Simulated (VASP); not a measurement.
# BeCd3S4 (P-4m2) in VASP: relaxation of cell and atoms with PBE

Aim: the relaxation of cell and atoms of BeCd3S4 with PBE.

Everything below comes from runs of VASP 6.6.1. Logs are shortened: lines on timing, memory, paths and dates and some standing lists are left out, and cuts for length are marked.

**1. The cell of the first run**

Symmetry: P-4m2, No. 115, tetragonal system. The conventional cell has a = 3.880 Å, b = 3.880 Å, c = 11.000 Å, α = 90.00°, β = 90.00°, γ = 90.00°. Be (site symmetry -4m2) has 4 S at 2.18 Å within 2.9 Å. Within 3.2 Å of Cd (site symmetry -4m2) lie 4 S at 2.41 Å. Within 3.2 Å of Cd (site symmetry 2mm) lie 4 S at 2.44 to 2.51 Å. Within 2.9 Å of S (site symmetry 2mm) lie 2 Be at 2.18 Å and 2 Cd at 2.51 Å. Within 3.2 Å of S (site symmetry 2mm) lie 4 Cd at 2.41 to 2.44 Å.

**2. Relaxation of cell and atoms, PBE**

File INCAR:

```
ALGO = Normal ; EDIFF = 1E-7
EDIFFG = -0.08 ; ENCUT = 630
GGA = PE ; GGA_COMPAT = False
IBRION = 2 ; ISIF = 3
ISMEAR = 0 ; LASPH = True
LCHARG = False ; LREAL = False
LWAVE = False ; NELM = 120
NELMIN = 4 ; NSW = 36
PREC = Accurate ; SIGMA = 0.15
```

File KPOINTS:

```
k-points
0
Gamma
  3 3 1
```

File POSCAR:

```
BeCd3S4
1.0
    3.8800000000      0.0000000000      0.0000000000
    0.0000000000      3.8800000000      0.0000000000
    0.0000000000      0.0000000000     11.0000000000
Be Cd S
1 3 4
Direct
    0.0000000000      0.0000000000      0.0000000000
    0.0000000000      0.0000000000      0.5000000000
    0.5000000000      0.5000000000      0.2350000000
    0.5000000000      0.5000000000      0.7650000000
    0.0000000000      0.5000000000      0.0900000000
    0.5000000000      0.0000000000      0.9100000000
    0.0000000000      0.5000000000      0.6300000000
    0.5000000000      0.0000000000      0.3700000000
```

Potentials or basis: VASP PAW PBE potentials, release 64 (Be, Cd_sv_GW, S).

Run with:

```bash
cat potpaw_PBE.64/Be/POTCAR potpaw_PBE.64/Cd_sv_GW/POTCAR potpaw_PBE.64/S/POTCAR > POTCAR
mpirun -np 1 vasp_std > vasp.out
```

OUTCAR:

```text
EDIFF = 1E-7
   EDIFFG = -0.08
   ENCUT = 630
   GGA = PE
   IBRION = 2
   ISIF = 3
   ISMEAR = 0
   LASPH = True
   LREAL = False
   NELM = 120
   NELMIN = 4
   NSW = 36
   PREC = Accurate

 ion  position               nearest neighbor table
   1  0.000  0.000  0.000-   5 2.18   6 2.18   5 2.18   6 2.18
   2  0.000  0.000  0.500-   7 2.41   8 2.41   7 2.41   8 2.41
   3  0.500  0.500  0.235-   8 2.44   8 2.44   5 2.51   5 2.51
   4  0.500  0.500  0.765-   7 2.44   7 2.44   6 2.51   6 2.51
   5  0.000  0.500  0.090-   1 2.18   1 2.18   3 2.51   3 2.51
   6  0.500  0.000  0.910-   1 2.18   1 2.18   4 2.51   4 2.51
   7  0.000  0.500  0.630-   2 2.41   2 2.41   4 2.44   4 2.44
   8  0.500  0.000  0.370-   2 2.41   2 2.41   3 2.44   3 2.44

  LATTYP: Found a simple tetragonal cell.
 ALAT       =     3.8800000000
 C/A-ratio  =     2.8350515464

  Lattice vectors:

 A1 = (   3.8800000000,   0.0000000000,   0.0000000000)
 A2 = (   0.0000000000,   3.8800000000,   0.0000000000)
 A3 = (   0.0000000000,   0.0000000000,  11.0000000000)

Analysis of symmetry for initial positions (statically):
=====================================================================
 Subroutine PRICEL returns:
 Original cell was already a primitive cell.

 Routine SETGRP: Setting up the symmetry group for a
 simple tetragonal supercell.

 Subroutine GETGRP returns: Found  8 space group operations
 (whereof  8 operations were pure point group operations)
 out of a pool of 16 trial point group operations.

The static configuration has the point symmetry D_2d.

Analysis of symmetry for dynamics (positions and initial velocities):
=====================================================================
 Subroutine PRICEL returns:
 Original cell was already a primitive cell.

 Routine SETGRP: Setting up the symmetry group for a
 simple tetragonal supercell.

 Subroutine GETGRP returns: Found  8 space group operations
 (whereof  8 operations were pure point group operations)
 out of a pool of 16 trial point group operations.

The dynamic configuration has the point symmetry D_2d.

 Subroutine INISYM returns: Found  8 space group operations
 (whereof  8 operations are pure point group operations),
 and found     1 'primitive' translations

----------------------------------------------------------------------------------------

                                     Primitive cell

  volume of cell :     165.5984

  direct lattice vectors                    reciprocal lattice vectors
     3.880000000  0.000000000  0.000000000     0.257731959  0.000000000  0.000000000
     0.000000000  3.880000000  0.000000000     0.000000000  0.257731959  0.000000000
     0.000000000  0.000000000 11.000000000     0.000000000  0.000000000  0.090909091

  length of vectors
     3.880000000  3.880000000 11.000000000     0.257731959  0.257731959  0.090909091

  position of ions in fractional coordinates (direct lattice)
     0.000000000  0.000000000  0.000000000
     0.000000000  0.000000000  0.500000000
     0.500000000  0.500000000  0.235000000
     0.500000000  0.500000000  0.765000000
     0.000000000  0.500000000  0.090000000
     0.500000000  0.000000000  0.910000000
     0.000000000  0.500000000  0.630000000
     0.500000000  0.000000000  0.370000000

  ion indices of the primitive-cell ions
   primitive index   ion index
                 1           1
                 2           2
                 3           3
                 4           4
                 5           5
                 6           6
                 7           7
                 8           8

----------------------------------------------------------------------------------------

 KPOINTS: k-points

Automatic generation of k-mesh.
 Grid dimensions read from file:
 generate k-points for:    3    3    1

 Generating k-lattice:

  Cartesian coordinates                     Fractional coordinates (reciprocal lattice)
     0.085910653  0.000000000  0.000000000     0.333333333  0.000000000  0.000000000
     0.000000000  0.085910653  0.000000000     0.000000000  0.333333333  0.000000000
     0.000000000  0.000000000  0.090909091     0.000000000  0.000000000  1.000000000

  Length of vectors
     0.085910653  0.085910653  0.090909091

  Shift w.r.t. Gamma in fractional coordinates (k-lattice)
     0.000000000  0.000000000  0.000000000

 Subroutine IBZKPT returns following result:
 ===========================================

 Found      3 irreducible k-points:

 Following reciprocal coordinates:
            Coordinates               Weight
  0.000000  0.000000  0.000000      1.000000
  0.333333  0.000000  0.000000      4.000000
  0.333333  0.333333  0.000000      4.000000
   k-points           NKPTS =      3   k-points in BZ     NKDIM =      3   number of bands    NBANDS=     51
   number of dos      NEDOS =    301   number of ions     NIONS =      8
   total plane-waves  NPLWV =  92160
   dimension x,y,z NGX =    32 NGY =   32 NGZ =   90
   dimension x,y,z NGXF=    64 NGYF=   64 NGZF=  180
   ions per type =               1   3   4
   NGX,Y,Z   is equivalent  to a cutoff of  13.71, 13.71, 13.60 a.u.
   NGXF,Y,Z  is equivalent  to a cutoff of  27.42, 27.42, 27.20 a.u.
 SYSTEM =  unknown system
   PREC   = accura    normal or accurate (medium, high low for compatibility)
   ISTART =      0    job   : 0-new  1-cont  2-samecut
   ICHARG =      2    charge: 1-file 2-atom 10-const
   ISPIN  =      1    spin polarized calculation?
   LNONCOLLINEAR =      F non collinear calculations
   LSORBIT =      F    spin-orbit coupling
   LASPH  =      T    aspherical Exc in radial PAW
   ENCUT  =  630.0 eV  46.30 Ry    6.80 a.u.   7.94  7.94 22.51*2*pi/ulx,y,z
   NELM   =    120;   NELMIN=  4; NELMDL= -5     # of ELM steps
   EDIFF  = 0.1E-06   stopping-criterion for ELM
   LREAL  =      F    real-space projection
   EDIFFG = -.8E-01   stopping-criterion for IOM
   NSW    =     36    number of steps for IOM
   IBRION =      2    ionic relax: 0-MD 1-quasi-New 2-CG
   NFREE  =      1    steps in history (QN), initial steepest desc. (CG)
   ISIF   =      3    stress and relaxation
   ISYM   =      2    0-nonsym 1-usesym 2-fastsym
   POTIM  = 0.5000    time-step for ionic-motion
   TEBEG  =    0.0;   TEEND  =   0.0 temperature during run
   PSTRESS=    0.0 pullay stress
   NELECT =      86.0000    total number of electrons
   NUPDOWN=      -1.0000    fix difference up-down
   EMIN   =  10.00;   EMAX   =-10.00  energy-range for DOS
   EFERMI =   0.00;   METHOD = LEGACY
   ISMEAR =     0;   SIGMA  =   0.15  broadening in eV -4-tet -1-fermi 0-gaus
   EFERMI_NEDOS =   21; number of points for ismear=-14 and -15
   IALGO  =     38    algorithm
   IMIX   =      4    mixing-type and parameters
     AMIX     =   0.40;   BMIX     =  1.00
     AMIX_MAG =   1.60;   BMIX_MAG =  1.00
  volume/ion in A,a.u.               =      20.70       139.69
  Fermi-wavevector in a.u.,A,eV,Ry     =   1.315898  2.486687 23.559683  1.731588
  Thomas-Fermi vector in A             =   2.446048
   LORBIT       =      0    0 simple, 1 ext, 2 COOP (PROOUT), +10 PAW based schemes
   GGA     = PE    functional components
   LHFCALC =     F    Hartree Fock is set to
   AEXX    =    0.0000 exact exchange contribution
   IVDW    =     0    specifies the selected vdW correction
   LEPSILON=     F    determine dielectric tensor
   LRPA    =     F    only Hartree local field effects (RPA)
 conjugate gradient relaxation of ions
 non-spin polarized calculation
 Gauss-broadening in eV      SIGMA  =   0.15
  energy-cutoff  :      630.00
  volume of cell :      165.60
 maximum number of plane-waves:      5953
 NGX is ok and might be reduce to    32
   NGX = 15   NGY = 15   NGZ = 45

--------------------------------------- Ionic step        1  -------------------------------------------

 number of electron      85.9999992 magnetization

 Free energy of the ion-electron system (eV)
  ---------------------------------------------------
  ext. energy  EPLUGINS =         0.00000000
  ---------------------------------------------------
  free energy    TOTEN  =       -27.38762664 eV

  energy without entropy =      -27.38762664  energy(sigma->0) =      -27.38762664

------------------------ aborting loop because EDIFF is reached ----------------------------------------

  FORCE on cell =-STRESS in cart. coord.  units (eV):
  Direction    XX          YY          ZZ          XY          YZ          ZX
  --------------------------------------------------------------------------------------
  -------------------------------------------------------------------------------------
  Total        7.3702758      7.3702758      8.4093539      0.0000000      0.0000000      0.0000000
  in kB       71.3079887     71.3079887     81.3611491      0.0000000      0.0000000      0.0000000
  external PRESSURE =      74.6590422 kB  Pullay stress =       0.0000000 kB
[... 279 lines left out ...]
  energy  without entropy=      -27.8219740010  energy(sigma->0) =      -27.82197400

--------------------------------------- Ionic step        8  -------------------------------------------

 number of electron      86.0000045 magnetization

 Free energy of the ion-electron system (eV)
  ---------------------------------------------------
  ext. energy  EPLUGINS =         0.00000000
  ---------------------------------------------------
  free energy    TOTEN  =       -27.82378971 eV

  energy without entropy =      -27.82378971  energy(sigma->0) =      -27.82378971

 E-fermi :   3.8605     XC(G=0):  -9.2902

 val. band max:        3.0882533412   @ k =   0.0000   0.0000   0.0000
 cond. band min:       4.5304230023   @ k =   0.0000   0.0000   0.0000
 fundamental gap:      1.4421696611
 Fermi energy:         3.8605013239

 k-point     1 :       0.0000    0.0000    0.0000
  band No.  band energies     occupation
      1     -98.3516      2.00000
      2     -98.3516      2.00000
      3     -98.3456      2.00000
      4     -59.4280      2.00000
      5     -59.4280      2.00000
      6     -59.4199      2.00000
[... 43 lines left out ...]
     50       8.2579      0.00000
     51       9.3966      0.00000

 k-point     2 :       0.3333    0.0000    0.0000
  band No.  band energies     occupation
      1     -98.3516      2.00000
      2     -98.3516      2.00000
      3     -98.3456      2.00000
      4     -59.4284      2.00000
      5     -59.4279      2.00000
      6     -59.4204      2.00000
[... 43 lines left out ...]
     50       9.4321      0.00000
     51       9.4908      0.00000

 k-point     3 :       0.3333    0.3333    0.0000
  band No.  band energies     occupation
      1     -98.3516      2.00000
      2     -98.3516      2.00000
      3     -98.3455      2.00000
      4     -59.4284      2.00000
      5     -59.4284      2.00000
      6     -59.4203      2.00000
[... 78 lines left out ...]
  FREE ENERGIE OF THE ION-ELECTRON SYSTEM (eV)
  ---------------------------------------------------
  free  energy   TOTEN  =       -27.8237897135 eV

  energy  without entropy=      -27.8237897135  energy(sigma->0) =      -27.82378971

 reached required accuracy - stopping structural energy minimisation
```

It took 7.3 min on 1 thread of AMD EPYC 7R43 (Zen 3), shared host; peak memory 0.28 GiB.

What came out:

* Free energy: -27.8238 eV
* Relaxed volume: 22.57 Å³/atom
* Relaxed cell: a = 3.958 Å, b = 3.958 Å, c = 11.526 Å, α = 90.00°, β = 90.00°, γ = 90.00°
* Space group after relaxing (to 0.1 Å): P-4m2 (No. 115)
* Energy gained by relaxing: 54.5 meV/atom
* Ionic steps: 8
* Pressure after relaxing: 0.2 GPa
* Largest force after relaxing: 0.024 eV/Å
* Band gap on the k mesh: 1.44 eV

Forces in eV/Å, atoms in the order of the input:
```
Be   0.000  0.000  0.000
Cd   0.000  0.000  0.000
Cd   0.000  0.000 -0.023
Cd   0.000  0.000  0.023
S    0.000  0.000 -0.012
S    0.000  0.000  0.012
S    0.000  0.000 -0.024
S    0.000  0.000  0.024
```

Stress tensor (GPa, compression positive):
```
0.24 0.00 0.00
0.00 0.24 0.00
0.00 0.00 0.07
```

The path:
| step | energy change (eV) | largest force (eV/Å) | pressure (GPa) | volume (Å³) |
| --- | --- | --- | --- | --- |
| 1 | 0.0000 | 0.6225 | 7.47 | 165.60 |
| 2 | -0.3230 | 0.2896 | -2.64 | 189.81 |
| 3 | -0.3818 | 0.3733 | -0.24 | 182.36 |
| 4 | -0.4021 | 0.2578 | -0.15 | 182.05 |
| 5 | -0.4227 | 0.3093 | 0.09 | 181.25 |
| 6 | -0.4326 | 0.1629 | -0.09 | 181.52 |
| 7 | -0.4343 | 0.0893 | -0.20 | 181.69 |
| 8 | -0.4362 | 0.0239 | 0.18 | 180.56 |

Final structure:
```cif
data_structure
_symmetry_space_group_name_H-M 'P 1'
_symmetry_Int_Tables_number 1
_cell_length_a 3.9580
_cell_length_b 3.9580
_cell_length_c 11.5259
_cell_angle_alpha 90.000
_cell_angle_beta 90.000
_cell_angle_gamma 90.000
_cell_volume 180.56
loop_
_atom_site_label
_atom_site_type_symbol
_atom_site_fract_x
_atom_site_fract_y
_atom_site_fract_z
_atom_site_occupancy
Be1 Be 0.00000 0.00000 0.00000 1
Cd1 Cd 0.00000 0.00000 0.50000 1
Cd2 Cd 0.50000 0.50000 0.22575 1
Cd3 Cd 0.50000 0.50000 0.77425 1
S1 S 0.00000 0.50000 0.08742 1
S2 S 0.50000 0.00000 0.91258 1
S3 S 0.00000 0.50000 0.63739 1
S4 S 0.50000 0.00000 0.36261 1
```

Caveat: the k points lie up to 0.55 Å⁻¹ apart in the final cell.
